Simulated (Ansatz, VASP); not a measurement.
One calculation of TaWC2, two programs

The input INCAR:

```
PREC = Accurate
ENCUT = 520
EDIFF = 1E-7
ISMEAR = -1
SIGMA = 0.03
LREAL = False
LASPH = True
NELM = 60
ALGO = Normal
ISIF = 2
LWAVE = False
LCHARG = False
GGA = PS
NBANDS = 24
```

KPOINTS

```
regular mesh
0
Gamma
  6 6 6
```

File POSCAR:

```
TaWC2
1.0
    1.5718551461      0.9075109917      5.1016196719
   -1.5718551461      0.9075109917      5.1016196719
    0.0000000000     -1.8150219835      5.1016196719
W Ta C
1 1 2
Direct
    0.0000000000      0.0000000000      0.0000000000
    0.5000000000      0.5000000000      0.5000000000
    0.2509330000      0.2509330000      0.2509330000
    0.7490670000      0.7490670000      0.7490670000
```

File input.yaml:

```yaml
crystal:
  lattice:
    - [1.5718551461, 0.9075109917, 5.1016196719]
    - [-1.5718551461, 0.9075109917, 5.1016196719]
    - [0.0, -1.8150219835, 5.1016196719]
  atoms:
    - { symbol: W, position: [0.0, 0.0, 0.0] }
    - { symbol: Ta, position: [0.5, 0.5, 0.5] }
    - { symbol: C, position: [0.250933, 0.250933, 0.250933] }
    - { symbol: C, position: [0.749067, 0.749067, 0.749067] }
kpoints:
  mp_grid: { grid: [6, 6, 6] }
scf:
  occupations: { method: fermi_dirac, width: 0.03 }
hamiltonian:
  xc: pbesol
  pseudopotentials: { kind: all_electron, lapw: { basis_error: 0.002 } }
output:
  forces: true
  stress: true
  eigenvalues: true
```

Alike in both runs: task single point; functional PBEsol; k mesh 6 × 6 × 6; occupations fermi-dirac, width 0.03 eV; no spin polarisation.

|  | VASP | Ansatz |
| --- | --- | --- |
| version | VASP 6.6.1 | Ansatz 0.2.0 |
| potentials or method | VASP PAW PBE potentials, release 64 (W_sv, Ta_pv, C), cutoff 520 eV | all-electron LAPW, scalar-relativistic |

Ansatz gave:

| Property | Result |
| --- | --- |
| gap on the k mesh at the Fermi level (eV) | none |
| pressure (GPa) | -10.8 |
| traceless stress, the component that is largest in VASP (GPa) | 1.45 |
| rms of the force components (eV/Å) | 0.063 |

Problem. Which values does VASP return?

Solution. gap on the k mesh at the Fermi level (eV): none; pressure (GPa): -9.9; traceless stress, the component that is largest in VASP (GPa): 1.47; rms of the force components (eV/Å): 0.069.

VASP's potentials were made for PBE, not for PBEsol. Atom by atom the forces differ by 0.006 eV/Å (rms over components). A gap of «none» marks a metal or a gap that the smearing closes. Ansatz ran all-electron here, and VASP with PAW potentials.

The k mesh is coarse, so the values compare programs but aren't converged. Spin-orbit coupling is off throughout. Noted on Ansatz's run: the k mesh is thin for a metal, which can move the energy by tens of meV per atom.
